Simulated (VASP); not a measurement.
Input of a VASP 6.6.1 run:

Contents of INCAR:

```
SYSTEM = PbF2
PREC     = Accurate       ! precision mode
ENCUT    = 520            ! plane-wave cutoff, eV
EDIFF    = 1E-7           ! SCF threshold, eV
ISMEAR   = 0              ! smearing method
SIGMA    = 0.01           ! smearing width, eV
LREAL    = .False.        ! projectors in reciprocal space
LASPH    = .True.         ! aspherical terms in the spheres
NELM     = 60             ! most SCF steps
ALGO     = Normal         ! electronic algorithm
ISIF     = 2              ! what is computed and relaxed
LWAVE    = .False.        ! write WAVECAR
LCHARG   = .False.        ! write CHGCAR
GGA      = PS             ! functional
NBANDS   = 37             ! bands
```

File KPOINTS:

```
regular mesh
0
Gamma
  4 6 6
  0 0 0
```

POSCAR

```
PbF2
1.0
    5.9219336274      0.0000000000      0.0000000000
    0.0000000000      2.9511579650      2.9602364093
    0.0000000000     -2.9511579650      2.9602364093
Pb F
2 4
Direct
    0.5000000000      0.9774790000      0.9774790000
    0.0000000000      0.4774790000      0.4774790000
    0.7647730000      0.9736080000      0.4586660000
    0.2352270000      0.4586660000      0.9736080000
    0.7352270000      0.4736080000      0.9586660000
    0.2647730000      0.9586660000      0.4736080000
```

Potentials or basis: VASP PAW PBE potentials, release 64 (Pb_d, F).

Launch:

```bash
$ cat potpaw_PBE.64/Pb_d/POTCAR potpaw_PBE.64/F/POTCAR > POTCAR
$ mpirun -np 1 vasp_std > vasp.out
```

Task: Predict the pressure.

Result: -0.5 GPa.

Task: Predict the largest force.

Result: 0.091 eV/Å.

Task: What does it give for the band gap on the k mesh?

Result: 4.28 eV.

Forces in eV/Å, atoms in the order of the input:
```
Pb   0.000  0.000 -0.064
Pb   0.000  0.000 -0.064
F   -0.069 -0.049  0.032
F    0.069  0.049  0.032
F    0.069 -0.049  0.032
F   -0.069  0.049  0.032
```

Caveat: the PAW data sets were made with another functional, which shifts forces and pressure a little; spin-orbit coupling is left out, which moves the levels of the heavy elements. A k mesh can miss the band edges.
